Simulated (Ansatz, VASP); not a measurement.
# Two plane-wave programs on Al

```
CELL_PARAMETERS angstrom
5.71352 0.00000 0.00000
0.00000 5.71352 0.00000
0.00000 0.00000 22.17470
ATOMIC_POSITIONS crystal
Al 0.25000 0.25000 0.18039
Al 0.25000 0.75000 0.18039
Al 0.75000 0.25000 0.18039
Al 0.75000 0.75000 0.18039
Al 0.00000 0.00000 0.27441
Al 0.00000 0.50000 0.27441
Al 0.50000 0.00000 0.27441
Al 0.50000 0.50000 0.27441
Al 0.25000 0.25000 0.36865
Al 0.25000 0.75000 0.36865
Al 0.75000 0.25000 0.36865
Al 0.75000 0.75000 0.36865
```

Alike in both runs: task single point; functional PBE; k mesh 5 × 5 × 1; occupations gaussian, width 0.1 eV; no spin polarisation.

|  | VASP | Ansatz |
| --- | --- | --- |
| version | VASP 6.6.1 | Ansatz 0.2.0 |
| potentials or method | VASP PAW PBE potentials, release 64 (Al), cutoff 520 eV | scalar-relativistic, plane waves, PAW |
| valence electrons in the cell | 36 | 36 |

Ansatz gave:

```
gap on the k mesh at the Fermi level (eV)  : none
rms of the force components (eV/Å)         : 0.012
work function, face that differs most (eV) : 4.51
```

**Question.** Which values does VASP return?

**Answer.** gap on the k mesh at the Fermi level (eV): none; rms of the force components (eV/Å): 0.013; work function, face that differs most (eV): 4.51.

Atom by atom the forces differ by 0.001 eV/Å (rms over components). A gap of «none» marks a metal or a gap that the smearing closes.
